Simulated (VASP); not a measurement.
Input of a VASP 6.6.1 run:

File INCAR:

```
  PREC = Accurate
  ENCUT = 520
  EDIFF = 1E-6
  ISMEAR = 0
  SIGMA = 0.15
  LREAL = F
  LASPH = T
  NELM = 80
  ALGO = Normal
  ISIF = 2
  LWAVE = F
  LCHARG = F
  GGA = PE
  NBANDS = 18
```

The input KPOINTS:

```
regular mesh
0
Gamma
  12 12 10
```

POSCAR

```
PtSe2
1.0
    3.7240006046      0.0000000000      0.0000000000
   -1.8620003023      3.2250791273      0.0000000000
    0.0000000000      0.0000000000      5.0620000000
Pt Se
1 2
Direct
    0.0000000000      0.0000000000      0.0000000000
    0.3178298378      0.6356596755      0.2500000000
    0.6511631711      0.3023263422      0.7500000000
```

Potentials or basis: VASP PAW PBE potentials, release 64 (Pt, Se).

The run is started by

```console
$ cat potpaw_PBE.64/Pt/POTCAR potpaw_PBE.64/Se/POTCAR > POTCAR
$ mpirun -np 1 vasp_std > vasp.out
```

(1) Predict the largest force.

(2) What does it give for the band gap on the k mesh?

(3) Estimate the pressure.

Results:

(1) 1.647 eV/Å.

(2) zero (band 11 reaches 6.85 eV, above the bottom of band 12 at 6.55 eV).

(3) 8.0 GPa.

Caveat: the cell differs from its parent crystal (all Se atoms moved -0.100 Å, as atom 2 along Cartesian [0 1 0]); spin-orbit coupling is left out, which moves the levels of the heavy elements; forces of over 1 eV/Å act on the atoms, so gaps and moduli don't describe the material at rest.
